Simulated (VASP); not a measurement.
# WC (P-6m2) in VASP: relaxation of cell and atoms with PBE

Aim: the relaxation of cell and atoms of WC with PBE.

All numbers are computed with VASP 6.6.1; they aren't measurements. Logs are shortened: lines on timing, memory, paths and dates and some standing lists are left out, and cuts for length are marked.

## 1. The cell of the first run

Symmetry: P-6m2, No. 187, hexagonal system. Conventional cell: a = 2.906 Å, b = 2.906 Å, c = 2.837 Å, α = 90.00°, β = 90.00°, γ = 120.00°. Within 3.0 Å of W (site symmetry -6m2) lie 6 C at 2.20 Å and 8 W at 2.84 to 2.91 Å. Within 3.0 Å of C (site symmetry -6m2) lie 6 W at 2.20 Å and 8 C at 2.84 to 2.91 Å.

## 2. Relaxation of cell and atoms, PBE

Contents of INCAR:

```
SYSTEM = WC
  ALGO = Normal
  EDIFF = 1E-6
  EDIFFG = -0.003
  ENCUT = 600
  GGA = PE
  IBRION = 2
  ISIF = 3
  ISMEAR = 0
  LASPH = .True.
  LCHARG = .False.
  LREAL = .False.
  LWAVE = .False.
  NELM = 100
  NSW = 80
  PREC = Accurate
  SIGMA = 0.1
```

Contents of KPOINTS:

```
k-points
0
Gamma
  18 18 18
  0 0 0
```

Contents of POSCAR:

```
WC
1.0
    2.9060000000      0.0000000000      0.0000000000
   -1.4530000000      2.5166698200      0.0000000000
    0.0000000000      0.0000000000      2.8370000000
W C
1 1
Direct
    0.0000000000      0.0000000000      0.0000000000
    0.3333333333      0.6666666667      0.5000000000
```

Potentials or basis: VASP PAW PBE potentials, release 64 (W_sv, C).

On the command line:

```
$ cat potpaw_PBE.64/W_sv/POTCAR potpaw_PBE.64/C/POTCAR > POTCAR
$ mpirun -np 1 vasp_std > vasp.out
```

OUTCAR:

```text
SYSTEM = WC
   EDIFF = 1E-6
   EDIFFG = -0.003
   ENCUT = 600
   GGA = PE
   IBRION = 2
   ISIF = 3
   ISMEAR = 0
   LASPH = .True.
   LREAL = .False.
   NELM = 100
   NSW = 80
   PREC = Accurate

 ion  position               nearest neighbor table
   1  0.000  0.000  0.000-   2 2.20   2 2.20   2 2.20   2 2.20   2 2.20   2 2.20
   2  0.333  0.667  0.500-   1 2.20   1 2.20   1 2.20   1 2.20   1 2.20   1 2.20

  LATTYP: Found a hexagonal cell.
 ALAT       =     2.9060000000
 C/A-ratio  =     0.9762560220

  Lattice vectors:

 A1 = (   2.9060000000,   0.0000000000,   0.0000000000)
 A2 = (  -1.4530000000,   2.5166698200,   0.0000000000)
 A3 = (   0.0000000000,   0.0000000000,   2.8370000000)

Analysis of symmetry for initial positions (statically):
=====================================================================
 Subroutine PRICEL returns:
 Original cell was already a primitive cell.

 Routine SETGRP: Setting up the symmetry group for a
 hexagonal supercell.

 Subroutine GETGRP returns: Found 12 space group operations
 (whereof 12 operations were pure point group operations)
 out of a pool of 24 trial point group operations.

The static configuration has the point symmetry D_3h.

Analysis of symmetry for dynamics (positions and initial velocities):
=====================================================================
 Subroutine PRICEL returns:
 Original cell was already a primitive cell.

 Routine SETGRP: Setting up the symmetry group for a
 hexagonal supercell.

 Subroutine GETGRP returns: Found 12 space group operations
 (whereof 12 operations were pure point group operations)
 out of a pool of 24 trial point group operations.

The dynamic configuration has the point symmetry D_3h.

 Subroutine INISYM returns: Found 12 space group operations
 (whereof 12 operations are pure point group operations),
 and found     1 'primitive' translations

----------------------------------------------------------------------------------------

                                     Primitive cell

  volume of cell :      20.7482

  direct lattice vectors                    reciprocal lattice vectors
     2.906000000  0.000000000  0.000000000     0.344115623  0.198675248  0.000000000
    -1.453000000  2.516669820  0.000000000     0.000000000  0.397350496  0.000000000
     0.000000000  0.000000000  2.837000000     0.000000000  0.000000000  0.352485019

  length of vectors
     2.906000000  2.905999997  2.837000000     0.397350495  0.397350496  0.352485019
[... 103 lines left out ...]
  Fermi-wavevector in a.u.,A,eV,Ry     =   1.561368  2.950558 33.169235  2.437870
  Thomas-Fermi vector in A             =   2.664444
   LORBIT       =      0    0 simple, 1 ext, 2 COOP (PROOUT), +10 PAW based schemes
   GGA     = PE    functional components
   LHFCALC =     F    Hartree Fock is set to
   AEXX    =    0.0000 exact exchange contribution
   IVDW    =     0    specifies the selected vdW correction
   LEPSILON=     F    determine dielectric tensor
   LRPA    =     F    only Hartree local field effects (RPA)
 conjugate gradient relaxation of ions
 non-spin polarized calculation
 Gauss-broadening in eV      SIGMA  =   0.10
  energy-cutoff  :      600.00
  volume of cell :       20.75
 maximum number of plane-waves:       704
 NGX is ok and might be reduce to    24
   NGX = 11   NGY = 11   NGZ = 11

--------------------------------------- Ionic step        1  -------------------------------------------

 number of electron      18.0000000 magnetization

 Free energy of the ion-electron system (eV)
  ---------------------------------------------------
  ext. energy  EPLUGINS =         0.00000000
  ---------------------------------------------------
  free energy    TOTEN  =       -22.44288258 eV

  energy without entropy =      -22.44127778  energy(sigma->0) =      -22.44208018

------------------------ aborting loop because EDIFF is reached ----------------------------------------

  FORCE on cell =-STRESS in cart. coord.  units (eV):
  Direction    XX          YY          ZZ          XY          YZ          ZX
  --------------------------------------------------------------------------------------
  -------------------------------------------------------------------------------------
  Total        0.8820357      0.8820357      0.8433909      0.0000000      0.0000000      0.0000000
  in kB       68.1107308     68.1107306     65.1265832      0.0000000      0.0000000      0.0000000
  external PRESSURE =      67.1160149 kB  Pullay stress =       0.0000000 kB
[... 203 lines left out ...]
--------------------------------------- Ionic step        7  -------------------------------------------

 number of electron      18.0000000 magnetization

 Free energy of the ion-electron system (eV)
  ---------------------------------------------------
  ext. energy  EPLUGINS =         0.00000000
  ---------------------------------------------------
  free energy    TOTEN  =       -22.45022406 eV

  energy without entropy =      -22.44858639  energy(sigma->0) =      -22.44940522

 E-fermi :  10.8366     XC(G=0): -13.7067

 val. band max:       10.8361227146   @ k =   0.3333   0.2778   0.0556
 cond. band min:      10.8641992309   @ k =   0.4444   0.0556   0.4444
 fundamental gap:      0.0280765163
 Fermi energy:        10.8365601041

 k-point     1 :       0.0000    0.0000    0.0000
  band No.  band energies     occupation
      1     -63.1995      2.00000
      2     -27.1759      2.00000
      3     -27.0861      2.00000
      4     -27.0861      2.00000
      5      -3.4808      2.00000
      6       6.6247      2.00000
      7       7.5672      2.00000
      8       7.5672      2.00000
      9      10.9419      0.13635
     10      14.0009      0.00000
     11      14.0009      0.00000
     12      16.3784      0.00000
     13      16.3784      0.00000
[... 354 lines left out ...]
  band No.  band energies     occupation
      1     -63.1461      2.00000
      2     -27.8003      2.00000
      3     -27.3163      2.00000
      4     -27.0724      2.00000
      5      -0.1703      2.00000
      6       4.0520      2.00000
      7       7.3019      2.00000
      8       7.4165      2.00000
      9      10.3463      2.00000
     10      12.6406      0.00000
     11      14.3244      0.00000
     12      15.5275      0.00000
     13      18.2465      0.00000

 [... further k-points ...]

------------------------ aborting loop because EDIFF is reached ----------------------------------------

  FORCE on cell =-STRESS in cart. coord.  units (eV):
  Direction    XX          YY          ZZ          XY          YZ          ZX
  --------------------------------------------------------------------------------------
  -------------------------------------------------------------------------------------
  Total        0.0054203      0.0054203      0.0042560     -0.0000000      0.0000000      0.0000000
  in kB        0.4115484      0.4115484      0.3231468     -0.0000000      0.0000000      0.0000000
  external PRESSURE =       0.3820812 kB  Pullay stress =       0.0000000 kB
[... 17 lines left out ...]
  FREE ENERGIE OF THE ION-ELECTRON SYSTEM (eV)
  ---------------------------------------------------
  free  energy   TOTEN  =       -22.4502240553 eV

  energy  without entropy=      -22.4485863856  energy(sigma->0) =      -22.44940522

 reached required accuracy - stopping structural energy minimisation
```

OSZICAR:

```text
N       E                     dE             d eps       ncg     rms          rms(c)
DAV:   1     0.118796380686E+03    0.11880E+03   -0.10616E+04  9628   0.170E+03
DAV:   2    -0.211939925661E+02   -0.13999E+03   -0.13632E+03 10910   0.405E+02
DAV:   3    -0.254728875613E+02   -0.42789E+01   -0.42307E+01 11657   0.639E+01
[... 47 lines left out ...]
DAV:   3    -0.224502239358E+02    0.55682E-04   -0.13932E-04 10445   0.108E-01    0.143E-02
DAV:   4    -0.224502239932E+02   -0.57350E-07   -0.38307E-06  9741   0.207E-02
   6 F= -.22450224E+02 E0= -.22449405E+02  d E =-.800609E-04
       N       E                     dE             d eps       ncg     rms          rms(c)
DAV:   1    -0.224502240710E+02   -0.13514E-06   -0.35561E-06  9660   0.233E-02    0.124E-03
DAV:   2    -0.224502240553E+02    0.15641E-07   -0.12835E-07  4815   0.374E-03
   7 F= -.22450224E+02 E0= -.22449405E+02  d E =-.801231E-04
```

CONTCAR:

```text
WC
   1.00000000000000
     2.9242253925490957    0.0000000000000000    0.0000000000000000
    -1.4621126962745479    2.5324534728774708    0.0000000000000000
     0.0000000000000000   -0.0000000000000000    2.8494587462227288
  W               C
     1     1
Direct
     0.0000000000000000    0.0000000000000000    0.0000000000000000
     0.3333333332999970    0.6666666667000030    0.5000000000000000

  0.00000000E+00  0.00000000E+00  0.00000000E+00
  0.00000000E+00  0.00000000E+00  0.00000000E+00
```

It took 2.3 min on 1 thread of Intel Xeon Platinum 8488C (Sapphire Rapids), shared host; peak memory 0.26 GiB.

What came out:

- Free energy: -22.4502 eV
- Relaxed volume: 10.55 Å³/atom
- Relaxed cell: a = 2.924 Å, b = 2.924 Å, c = 2.849 Å, α = 90.00°, β = 90.00°, γ = 120.00°
- Space group after relaxing (to 0.1 Å): P-6m2 (No. 187)
- Energy gained by relaxing: 3.7 meV/atom
- Ionic steps: 7
- Pressure after relaxing: 0.0 GPa
- Band gap on the k mesh: zero (bands 9 and 10 overlap by 1.22 eV)

Step by step:
```
step  energy change (eV)  largest force (eV/Å)  pressure (GPa)  volume (Å³)
   1              0.0000                0.0000            6.71        20.75
   2              0.0433                0.0000          -15.87        22.08
   3             -0.0073                0.0000           -0.12        21.11
   4             -0.0073                0.0000            0.00        21.10
   5             -0.0073                0.0000            0.06        21.10
   6             -0.0073                0.0000            0.05        21.10
   7             -0.0073                0.0000            0.04        21.10
```

Final structure:
```
W C
1.0
     2.92423    0.00000    0.00000
    -1.46211    2.53245    0.00000
     0.00000    0.00000    2.84946
W C
1 1
Direct
  0.00000 0.00000 0.00000
  0.33333 0.66667 0.50000
```

Levels at points of the mesh, in eV from the Fermi level:
| k point | band 7 | band 8 | band 9 | band 10 | band 11 | band 12 |
| --- | --- | --- | --- | --- | --- | --- |
| (0.00, 0.00, 0.00) | -3.27 | -3.27 | 0.11 | 3.16 | 3.16 | 5.54 |
| (0.50, 0.00, 0.00) | -3.52 | -3.49 | -0.46 | 2.30 | 4.42 | 4.76 |
| (0.00, 0.00, 0.50) | -1.98 | -1.98 | -0.56 | -0.56 | 3.63 | 4.48 |
| (0.50, 0.00, 0.50) | -4.24 | -4.14 | 0.26 | 4.32 | 5.19 | 6.49 |

Caveat: spin-orbit coupling is left out, which moves the levels of the heavy elements.

The gap in the log of VASP goes by the Fermi energy; the results here count the filled bands.